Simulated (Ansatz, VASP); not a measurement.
**Two plane-wave programs on InSb**

```
CELL_PARAMETERS angstrom
3.06331 -3.08137 0.00000
3.06331 3.08137 0.00000
0.00000 0.00000 6.12689
ATOMIC_POSITIONS crystal
In 0.27941 0.72059 0.25000
In 0.72059 0.27941 0.75000
Sb 0.77721 0.22279 0.25000
Sb 0.22279 0.77721 0.75000
```

Alike in both runs: task single point; functional PBE; k mesh 16 × 16 × 12; occupations gaussian, width 0.1 eV; no spin polarisation.

```csv
,VASP,Ansatz
version,VASP 6.6.1,Ansatz 0.2.0
potentials or method,"VASP PAW PBE potentials, release 64 (In_d, Sb), cutoff 520 eV","scalar-relativistic, plane waves, PAW"
valence electrons in the cell,36,56
```

VASP gave:

| Item | Value |
| --- | --- |
| gap on the k mesh at the Fermi level (eV) | none |
| pressure (GPa) | 0.1 |
| traceless stress, the component that is largest in VASP (GPa) | -0.35 |
| rms of the force components (eV/Å) | 0.010 |

**Question.** What did Ansatz give for the same quantities?

**Answer.** gap on the k mesh at the Fermi level (eV): none; pressure (GPa): 0.1; traceless stress, the component that is largest in VASP (GPa): -0.35; rms of the force components (eV/Å): 0.011.

Atom by atom the forces differ by 0.001 eV/Å (rms over components). A gap of «none» marks a metal or a gap that the smearing closes. The functional is the same, so the differences come from potentials, cutoffs and numerics. VASP's potentials hold 36 valence electrons a cell and Ansatz's 56, so a difference there can come from the potentials and not from the codes.

Spin-orbit coupling is off throughout.
